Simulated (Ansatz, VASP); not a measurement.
Two plane-wave programs on Ag

The input INCAR:

```
PREC = Accurate
ENCUT = 520
EDIFF = 1E-6
ISMEAR = 0
SIGMA = 0.15
LREAL = F
LASPH = T
NELM = 100
ALGO = Fast
ISIF = 2
LWAVE = F
LCHARG = T
GGA = PE
LELF = T
LVHAR = T
NBANDS = 30
```

The input KPOINTS:

```
regular mesh
0
Gamma
  18 18 6
```

File POSCAR:

```
Ag
1.0
    2.9368174862      0.0000000000      0.0000000000
   -1.4684087431      2.5433585493      0.0000000000
    0.0000000000      0.0000000000      9.8504172480
Ag
4
Direct
    0.3333333333      0.6666666667      0.2500000000
    0.6666666667      0.3333333333      0.7500000000
    0.0000000000      0.0000000000      0.0000000000
    0.0000000000      0.0000000000      0.5000000000
```

Input for Ansatz:

```yaml
crystal:
  lattice:
    - [2.9368174862, 0.0, 0.0]
    - [-1.4684087431, 2.5433585493, 0.0]
    - [0.0, 0.0, 9.850417248]
  atoms:
    - { symbol: Ag, position: [0.3333333333, 0.6666666667, 0.25] }
    - { symbol: Ag, position: [0.6666666667, 0.3333333333, 0.75] }
    - { symbol: Ag, position: [0.0, 0.0, 0.0] }
    - { symbol: Ag, position: [0.0, 0.0, 0.5] }
basis:
  ecutwfc: 420
kpoints:
  mp_grid: { grid: [18, 18, 6] }
hamiltonian:
  xc: pbe
scf:
  occupations: { method: gaussian, width: 0.15 }
output:
  forces: true
  stress: true
  eigenvalues: true
```

Change from the starting cell: strain +0.000 along x and y, +0.030 along z, atoms carried along.

Alike in both runs: task single point; functional PBE; k mesh 18 × 18 × 6; occupations gaussian, width 0.15 eV; no spin polarisation.

```csv
,VASP,Ansatz
version,VASP 6.6.1,Ansatz 0.2.0
potentials or method,"VASP PAW PBE potentials, release 64 (Ag), cutoff 520 eV","scalar-relativistic, plane waves, PAW"
valence electrons in the cell,44,76
```

|  | VASP | Ansatz | Ansatz less VASP |
| --- | --- | --- | --- |
| gap on the k mesh at the Fermi level (eV) | none | none | - |
| pressure (GPa) | -2.4 | -2.4 | +0.01 |
| traceless stress, the component that is largest in VASP (GPa) | -1.30 | -1.31 | -0.011 |

A gap of «none» marks a metal or a gap that the smearing closes. VASP's potentials hold 44 valence electrons a cell and Ansatz's 76, so a difference there can come from the potentials and not from the codes.
